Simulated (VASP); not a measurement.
# Y: single point with PBE

Crystal: Y.

```xyz
1
Lattice="1.7894 1.0331 2.9223 -1.7894 1.0331 2.9223 0.0000 -2.0663 2.9223" Properties=species:S:1:pos:R:3 pbc="T T T"
Y     0.0000    0.0000    4.3835
```

This isn't the form of Y at room conditions, which is hcp.

- Program: VASP 6.6.1
- Task: single point
- Functional: PBE
- Potentials or basis: VASP PAW PBE potentials, release 64 (Y_sv)
- Cutoff: 520 eV
- k mesh: 18 × 18 × 18
- Occupations: gaussian, width 0.1 eV
- Spin: no spin polarisation
- Dipole correction: no
- k mesh for the DOS: 27 × 27 × 27
- Occupations for the DOS: tetrahedron
- Further INCAR settings: ALGO = Fast; EDIFF = 1e-06; NBANDS = 12

```yaml
Valence_electrons_inside_the_program's_atomic_spheres: Y 9.44
```

Levels at points of the mesh, in eV from the Fermi level:
| k point | band 2 | band 3 | band 4 | band 5 | band 6 | band 7 | band 8 | band 9 |
| --- | --- | --- | --- | --- | --- | --- | --- | --- |
| (0.00, 0.00, 0.00) | -22.37 | -22.37 | -22.37 | -4.76 | 1.79 | 1.79 | 1.79 | 3.81 |

Run time: 20 min on 1 thread of Oxide Virtual Turin-like Processor, with other jobs on the host, peak memory 0.8 GiB.
